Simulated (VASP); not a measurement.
# ZnSe (x) (F-43m) in VASP: single point with PBEsol

Aim: the single point of ZnSe (x) with PBEsol.

All numbers are computed with VASP 6.6.1; they aren't measurements. Logs are shortened: lines on timing, memory, paths and dates and some standing lists are left out, and cuts for length are marked.

## 1. The cell of the first run

The structure is cubic, space group F-43m (No. 216). Conventional cell: a = 5.668 Å, b = 5.668 Å, c = 5.668 Å, α = 90.00°, β = 90.00°, γ = 90.00°. Zn (site symmetry -43m) has 4 Se at 2.45 Å within 3.2 Å. Within 3.2 Å of Se (site symmetry -43m) lie 4 Zn at 2.45 Å.

## 2. Single point, PBEsol

INCAR

```
ALGO = Normal
EDIFF = 1E-6
ENCUT = 500
GGA = PS
GGA_COMPAT = False
ISIF = 2
ISMEAR = 0
LASPH = True
LCHARG = False
LREAL = False
LWAVE = False
NBANDS = 16
NELM = 120
PREC = Accurate
SIGMA = 0.01
```

KPOINTS

```
k-points
0
Gamma
  8 8 8
```

POSCAR

```
ZnSe
1.0
    0.0000000000      2.8340000000      2.8340000000
    2.8340000000      0.0000000000      2.8340000000
    2.8340000000      2.8340000000      0.0000000000
Zn Se
1 1
Direct
    0.0000000000      0.0000000000      0.0000000000
    0.2500000000      0.2500000000      0.2500000000
```

Potentials or basis: VASP PAW PBE potentials, release 64 (Zn, Se).

Run with:

```sh
> cat potpaw_PBE.64/Zn/POTCAR potpaw_PBE.64/Se/POTCAR > POTCAR
> mpirun -np 1 vasp_std > vasp.out
```

OUTCAR:

```text
EDIFF = 1E-6
   ENCUT = 500
   GGA = PS
   ISIF = 2
   ISMEAR = 0
   LASPH = True
   LREAL = False
   NELM = 120
   PREC = Accurate

 ion  position               nearest neighbor table
   1  0.000  0.000  0.000-   2 2.45   2 2.45   2 2.45   2 2.45
   2  0.250  0.250  0.250-   1 2.45   1 2.45   1 2.45   1 2.45

  LATTYP: Found a face centered cubic cell.
 ALAT       =     5.6680000000

  Lattice vectors:

 A1 = (   0.0000000000,   2.8340000000,   2.8340000000)
 A2 = (   2.8340000000,   0.0000000000,   2.8340000000)
 A3 = (   2.8340000000,   2.8340000000,   0.0000000000)

Analysis of symmetry for initial positions (statically):
=====================================================================
 Subroutine PRICEL returns:
 Original cell was already a primitive cell.

 Routine SETGRP: Setting up the symmetry group for a
 face centered cubic supercell.

 Subroutine GETGRP returns: Found 24 space group operations
 (whereof 24 operations were pure point group operations)
 out of a pool of 48 trial point group operations.

The static configuration has the point symmetry T_d .

Analysis of symmetry for dynamics (positions and initial velocities):
=====================================================================
 Subroutine PRICEL returns:
 Original cell was already a primitive cell.

 Routine SETGRP: Setting up the symmetry group for a
 face centered cubic supercell.

 Subroutine GETGRP returns: Found 24 space group operations
 (whereof 24 operations were pure point group operations)
 out of a pool of 48 trial point group operations.

The dynamic configuration has the point symmetry T_d .

 Subroutine INISYM returns: Found 24 space group operations
 (whereof 24 operations are pure point group operations),
 and found     1 'primitive' translations

----------------------------------------------------------------------------------------

                                     Primitive cell

  volume of cell :      45.5229

  direct lattice vectors                    reciprocal lattice vectors
     0.000000000  2.834000000  2.834000000    -0.176429076  0.176429076  0.176429076
     2.834000000  0.000000000  2.834000000     0.176429076 -0.176429076  0.176429076
     2.834000000  2.834000000  0.000000000     0.176429076  0.176429076 -0.176429076

  length of vectors
     4.007881236  4.007881236  4.007881236     0.305584123  0.305584123  0.305584123

  position of ions in fractional coordinates (direct lattice)
     0.000000000  0.000000000  0.000000000
     0.250000000  0.250000000  0.250000000

  ion indices of the primitive-cell ions
   primitive index   ion index
                 1           1
                 2           2

----------------------------------------------------------------------------------------

 KPOINTS: k-points

Automatic generation of k-mesh.
 Grid dimensions read from file:
 generate k-points for:    8    8    8

 Generating k-lattice:

  Cartesian coordinates                     Fractional coordinates (reciprocal lattice)
    -0.022053634  0.022053634  0.022053634     0.125000000  0.000000000  0.000000000
     0.022053634 -0.022053634  0.022053634     0.000000000  0.125000000  0.000000000
     0.022053634  0.022053634 -0.022053634     0.000000000  0.000000000  0.125000000

  Length of vectors
     0.038198015  0.038198015  0.038198015

  Shift w.r.t. Gamma in fractional coordinates (k-lattice)
     0.000000000  0.000000000  0.000000000

 Subroutine IBZKPT returns following result:
 ===========================================

 Found     29 irreducible k-points:

 Following reciprocal coordinates:
            Coordinates               Weight
  0.000000  0.000000  0.000000      1.000000
  0.125000  0.000000  0.000000      8.000000
  0.250000  0.000000  0.000000      8.000000
  0.375000  0.000000  0.000000      8.000000
  0.500000  0.000000  0.000000      4.000000
  0.125000  0.125000  0.000000      6.000000
[... 16 lines left out ...]
  0.500000  0.250000  0.125000     48.000000
 -0.375000  0.250000  0.125000     24.000000
 [... further k-points ...]
   k-points           NKPTS =     29   k-points in BZ     NKDIM =     29   number of bands    NBANDS=     16
   number of dos      NEDOS =    301   number of ions     NIONS =      2
   total plane-waves  NPLWV =  27000
   dimension x,y,z NGX =    30 NGY =   30 NGZ =   30
   dimension x,y,z NGXF=    60 NGYF=   60 NGZF=   60
   ions per type =               1   1
   NGX,Y,Z   is equivalent  to a cutoff of  12.44, 12.44, 12.44 a.u.
   NGXF,Y,Z  is equivalent  to a cutoff of  24.89, 24.89, 24.89 a.u.
 SYSTEM =  unknown system
   PREC   = accura    normal or accurate (medium, high low for compatibility)
   ISTART =      0    job   : 0-new  1-cont  2-samecut
   ICHARG =      2    charge: 1-file 2-atom 10-const
   ISPIN  =      1    spin polarized calculation?
   LNONCOLLINEAR =      F non collinear calculations
   LSORBIT =      F    spin-orbit coupling
   LASPH  =      T    aspherical Exc in radial PAW
   ENCUT  =  500.0 eV  36.75 Ry    6.06 a.u.   7.31  7.31  7.31*2*pi/ulx,y,z
   NELM   =    120;   NELMIN=  2; NELMDL= -5     # of ELM steps
   EDIFF  = 0.1E-05   stopping-criterion for ELM
   LREAL  =      F    real-space projection
   EDIFFG = 0.1E-04   stopping-criterion for IOM
   NSW    =      0    number of steps for IOM
   IBRION =     -1    ionic relax: 0-MD 1-quasi-New 2-CG
   NFREE  =      0    steps in history (QN), initial steepest desc. (CG)
   ISIF   =      2    stress and relaxation
   ISYM   =      2    0-nonsym 1-usesym 2-fastsym
   POTIM  = 0.5000    time-step for ionic-motion
   TEBEG  =    0.0;   TEEND  =   0.0 temperature during run
   PSTRESS=    0.0 pullay stress
   NELECT =      18.0000    total number of electrons
   NUPDOWN=      -1.0000    fix difference up-down
   EMIN   =  10.00;   EMAX   =-10.00  energy-range for DOS
   EFERMI =   0.00;   METHOD = LEGACY
   ISMEAR =     0;   SIGMA  =   0.01  broadening in eV -4-tet -1-fermi 0-gaus
   EFERMI_NEDOS =   21; number of points for ismear=-14 and -15
   IALGO  =     38    algorithm
   IMIX   =      4    mixing-type and parameters
     AMIX     =   0.40;   BMIX     =  1.00
     AMIX_MAG =   1.60;   BMIX_MAG =  1.00
  volume/ion in A,a.u.               =      22.76       153.60
  Fermi-wavevector in a.u.,A,eV,Ry     =   1.201589  2.270673 19.644300  1.443815
  Thomas-Fermi vector in A             =   2.337393
   LORBIT       =      0    0 simple, 1 ext, 2 COOP (PROOUT), +10 PAW based schemes
   GGA     = PS    functional components
   LHFCALC =     F    Hartree Fock is set to
   AEXX    =    0.0000 exact exchange contribution
   IVDW    =     0    specifies the selected vdW correction
   LEPSILON=     F    determine dielectric tensor
   LRPA    =     F    only Hartree local field effects (RPA)
 non-spin polarized calculation
 Gauss-broadening in eV      SIGMA  =   0.01
  energy-cutoff  :      500.00
  volume of cell :       45.52
 maximum number of plane-waves:      1174
 NGX is ok and might be reduce to    30
   NGX = 15   NGY = 15   NGZ = 15

 number of electron      18.0000012 magnetization

 Free energy of the ion-electron system (eV)
  ---------------------------------------------------
  ext. energy  EPLUGINS =         0.00000000
  ---------------------------------------------------
  free energy    TOTEN  =        -6.77140915 eV

  energy without entropy =       -6.77140915  energy(sigma->0) =       -6.77140915

 E-fermi :   1.6021     XC(G=0):  -9.5253

 val. band max:        1.4863419736   @ k =   0.0000   0.0000   0.0000
 cond. band min:       2.6561317394   @ k =   0.0000   0.0000   0.0000
 fundamental gap:      1.1697897658
 Fermi energy:         1.6021430739

 k-point     1 :       0.0000    0.0000    0.0000
  band No.  band energies     occupation
      1     -11.7983      2.00000
      2      -5.0688      2.00000
      3      -5.0688      2.00000
      4      -5.0688      2.00000
      5      -4.6974      2.00000
      6      -4.6974      2.00000
[... 8 lines left out ...]
     15      12.9136      0.00000
     16      12.9136      0.00000

 k-point     2 :       0.1250    0.0000    0.0000
  band No.  band energies     occupation
      1     -11.6968      2.00000
      2      -5.0631      2.00000
      3      -5.0529      2.00000
      4      -5.0529      2.00000
      5      -4.6988      2.00000
      6      -4.6988      2.00000
[... 8 lines left out ...]
     15      12.0927      0.00000
     16      12.1035      0.00000

 k-point     3 :       0.2500    0.0000    0.0000
  band No.  band energies     occupation
      1     -11.4329      2.00000
      2      -5.0179      2.00000
      3      -5.0179      2.00000
      4      -5.0107      2.00000
      5      -4.6974      2.00000
      6      -4.6974      2.00000
[... 8 lines left out ...]
     15      11.8488      0.00000
     16      12.0113      0.00000

 k-point     4 :       0.3750    0.0000    0.0000
  band No.  band energies     occupation
      1     -11.1362      2.00000
      2      -4.9900      2.00000
      3      -4.9900      2.00000
      4      -4.8180      2.00000
      5      -4.6867      2.00000
      6      -4.6867      2.00000
[... 8 lines left out ...]
     15      12.9695      0.00000
     16      12.9695      0.00000
[... 324 lines left out ...]
 k-point    22 :       0.3750    0.2500    0.1250
  band No.  band energies     occupation
      1     -11.2264      2.00000
      2      -5.0301      2.00000
      3      -4.9667      2.00000
      4      -4.9406      2.00000
      5      -4.7123      2.00000
      6      -4.6725      2.00000
[... 8 lines left out ...]
     15      13.6715      0.00000
     16      14.7941      0.00000

 k-point    23 :       0.5000    0.2500    0.1250
  band No.  band energies     occupation
      1     -10.9786      2.00000
      2      -4.9749      2.00000
      3      -4.9426      2.00000
      4      -4.8135      2.00000
      5      -4.6854      2.00000
      6      -4.6342      2.00000
[... 8 lines left out ...]
     15      13.9734      0.00000
     16      15.0454      0.00000

 k-point    24 :      -0.3750    0.2500    0.1250
  band No.  band energies     occupation
      1     -10.8683      2.00000
      2      -4.9664      2.00000
      3      -4.9280      2.00000
      4      -4.7309      2.00000
      5      -4.6906      2.00000
      6      -4.4880      2.00000
[... 8 lines left out ...]
     15      14.1071      0.00000
     16      14.9381      0.00000

 [... further k-points ...]

------------------------ aborting loop because EDIFF is reached ----------------------------------------

  FORCE on cell =-STRESS in cart. coord.  units (eV):
  Direction    XX          YY          ZZ          XY          YZ          ZX
  --------------------------------------------------------------------------------------
  -------------------------------------------------------------------------------------
  Total       -0.2562640     -0.2562640     -0.2562640      0.0000000      0.0000000      0.0000000
  in kB       -9.0192129     -9.0192129     -9.0192129      0.0000000      0.0000000      0.0000000
  external PRESSURE =      -9.0192129 kB  Pullay stress =       0.0000000 kB

 VOLUME and BASIS-vectors are now :
 -----------------------------------------------------------------------------
  energy-cutoff  :      500.00
  volume of cell :       45.52
      direct lattice vectors                 reciprocal lattice vectors
     0.000000000  2.834000000  2.834000000    -0.176429076  0.176429076  0.176429076
     2.834000000  0.000000000  2.834000000     0.176429076 -0.176429076  0.176429076
     2.834000000  2.834000000  0.000000000     0.176429076  0.176429076 -0.176429076

 POSITION                                       TOTAL-FORCE (eV/Angst)
 -----------------------------------------------------------------------------------
      0.00000      0.00000      0.00000        -0.000000     -0.000000     -0.000000
      1.41700      1.41700      1.41700         0.000000      0.000000      0.000000
 -----------------------------------------------------------------------------------
    total drift:                               -0.000000     -0.000000     -0.000000

  FREE ENERGIE OF THE ION-ELECTRON SYSTEM (eV)
  ---------------------------------------------------
  free  energy   TOTEN  =        -6.7714091464 eV

  energy  without entropy=       -6.7714091464  energy(sigma->0) =       -6.77140915
```

Wall time 9.9 s (1 thread of AMD EPYC 9R45 (Zen 5), shared host); peak memory 0.14 GiB.

What came out:

```yaml
Free_energy: -6.7714 eV
Pressure: -0.9 GPa
Band_gap_on_the_k_mesh: 1.17 eV, direct
```

Caveat: the PAW data sets were made with another functional, which shifts forces and pressure a little.
